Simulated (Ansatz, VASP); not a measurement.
# Two plane-wave programs on PbO

```
CELL_PARAMETERS angstrom
3.93383 0.00000 0.00000
0.00000 3.93383 0.00000
0.00000 0.00000 4.94240
ATOMIC_POSITIONS crystal
Pb 0.00000 0.50000 0.24214
Pb 0.50000 0.00000 0.75786
O 0.00000 0.00000 0.00000
O 0.50000 0.50000 0.00000
```

Change from the starting cell: hydrostatic strain -1.2%.

Alike in both runs: task single point; functional r2SCAN; k mesh 6 × 6 × 6; no spin polarisation.

|  | VASP | Ansatz |
| --- | --- | --- |
| version | VASP 6.6.1 | Ansatz 0.2.0 |
| potentials or method | VASP PAW PBE potentials, release 64 (Pb_d, O) | plane waves, PAW |
| plane-wave cutoff (eV) | 520 | 500 |
| occupations | gaussian, width 0.01 eV | fixed |
| valence electrons in the cell | 40 | 40 |

VASP gave:

* gap on the k mesh at the Fermi level (eV): 1.32
* pressure (GPa): 3.5
* traceless stress, the component that is largest in VASP (GPa): -0.98
* rms of the force components (eV/Å): 0.040

Which values does Ansatz return?

gap on the k mesh at the Fermi level (eV): 1.32; pressure (GPa): 3.0; traceless stress, the component that is largest in VASP (GPa): -0.87; rms of the force components (eV/Å): 0.007.

VASP's potentials were made for PBE, not for r2SCAN. Atom by atom the forces differ by 0.048 eV/Å (rms over components).

Spin-orbit coupling is off throughout.
